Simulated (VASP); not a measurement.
Wanted: the native input for a VASP 6.6.1 run.

```
Task                   : relaxation of cell and atoms
Functional             : PBE
Potentials or basis    : VASP PAW PBE potentials, release 64 (Pt)
Cutoff                 : 600 eV
k mesh                 : 26 × 26 × 26
Occupations            : gaussian, width 0.1 eV
Spin                   : no spin polarisation
Dipole correction      : no
Further INCAR settings : ALGO = Fast; EDIFF = 1e-07; IBRION = 2; EDIFFG = -0.01; NSW = 100; ISIF = 3
```

The structure of Pt lies in POSCAR:

```
Pt
1.0
   -1.7014100636      1.7014100636      1.3647974521
    1.7014100636     -1.7014100636      1.3647974521
    1.7014100636      1.7014100636     -1.3647974521
Pt
1
Direct
    0.0000000000      0.0000000000      0.0000000000
```

The input as run:

INCAR

```
  PREC = Accurate
  ENCUT = 600
  EDIFF = 1E-7
  ISMEAR = 0
  SIGMA = 0.1
  LREAL = False
  LASPH = True
  NELM = 60
  ALGO = Fast
  ISIF = 3
  LWAVE = False
  LCHARG = False
  GGA = PE
  IBRION = 2
  NSW = 100
  EDIFFG = -0.01
```

KPOINTS

```
regular mesh
0
Gamma
  26 26 26
```

Potentials or basis: VASP PAW PBE potentials, release 64 (Pt).

Launch:

```bash
$ cat potpaw_PBE.64/Pt/POTCAR > POTCAR
$ mpirun -np 1 vasp_std > vasp.out
```

It gave:

```json
{
 "Relaxed volume": "15.79 Å³/atom",
 "Relaxed cell": "a = 2.765 Å, b = 2.765 Å, c = 2.765 Å, α = 104.16°, β = 104.16°, γ = 120.72°",
 "Space group after relaxing (to 0.05 Å)": "I4/mmm (No. 139)",
 "Energy gained by relaxing": "0.1 meV/atom",
 "Ionic steps": "3",
 "Pressure after relaxing": "0.0 GPa",
 "Band gap on the k mesh": "zero (band 5 reaches 11.09 eV, above the bottom of band 6 at 9.04 eV)"
}
```

Caveat: spin-orbit coupling is left out, which moves the levels of the heavy elements.

Run time: 4.3 min on 1 thread of Oxide Virtual Turin-like Processor, with other jobs on the host, peak memory 0.34 GiB.
